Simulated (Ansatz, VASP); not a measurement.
# RbBr in VASP and in Ansatz

INCAR

```
SYSTEM = RbBr
PREC = Accurate
ENCUT = 520
EDIFF = 1E-6
ISMEAR = 0
SIGMA = 0.01
LREAL = .FALSE.
LASPH = .TRUE.
NELM = 150
ALGO = Normal
ISIF = 2
LWAVE = .FALSE.
LCHARG = .FALSE.
MAGMOM = 0 0 0 0 0 0
LORBIT = 11
LSORBIT = .TRUE.
GGA_COMPAT = .FALSE.
LORBMOM = .TRUE.
GGA = PE
NBANDS = 28
```

The input KPOINTS:

```
regular mesh
0
G
  4 4 4
  0 0 0
```

File POSCAR:

```
RbBr
1.0
    0.0000000000      3.4608320474      3.4608320474
    3.4608320474      0.0000000000      3.4608320474
    3.4608320474      3.4608320474      0.0000000000
Rb Br
1 1
Direct
    0.0000000000      0.0000000000      0.0000000000
    0.5000000000      0.5000000000      0.5000000000
```

Input for Ansatz:

```yaml
crystal:
  lattice:
    - [0.0, 3.4608320474, 3.4608320474]
    - [3.4608320474, 0.0, 3.4608320474]
    - [3.4608320474, 3.4608320474, 0.0]
  atoms:
    - { symbol: Rb, position: [0.0, 0.0, 0.0] }
    - { symbol: Br, position: [0.5, 0.5, 0.5] }
kpoints:
  mp_grid: { grid: [4, 4, 4] }
hamiltonian:
  xc: pbe
scf:
  occupations: { method: fixed }
  n_extra_bands: 24
magnetization:
  noncollinear: true
  spin_orbit: true
output:
  optics: { e_range: [0, 19], de: 0.05, sigma: 0.1, bands: scf }
  write_density: true
  write_potential: true
  elf: true
  volumetric_format: npy
```

Alike in both runs: task single point; functional PBE; k mesh 4 × 4 × 4; non-collinear spin, spin-orbit coupling.

|  | VASP | Ansatz |
| --- | --- | --- |
| version | VASP 6.6.1 | Ansatz 0.2.0 |
| potentials or method | VASP PAW PBE potentials, release 64 (Rb_sv, Br) | plane waves, PAW |
| plane-wave cutoff (eV) | 520 | 420 |
| occupations | gaussian, width 0.01 eV | fixed |
| valence electrons in the cell | 16 | 16 |

```csv
,VASP,Ansatz,Ansatz less VASP
net moment per atom (μB),0.00,0.00,0.000
```

Ansatz's warnings: optics gap not shown off mesh.

The k mesh is coarse, so the values compare programs but aren't converged.
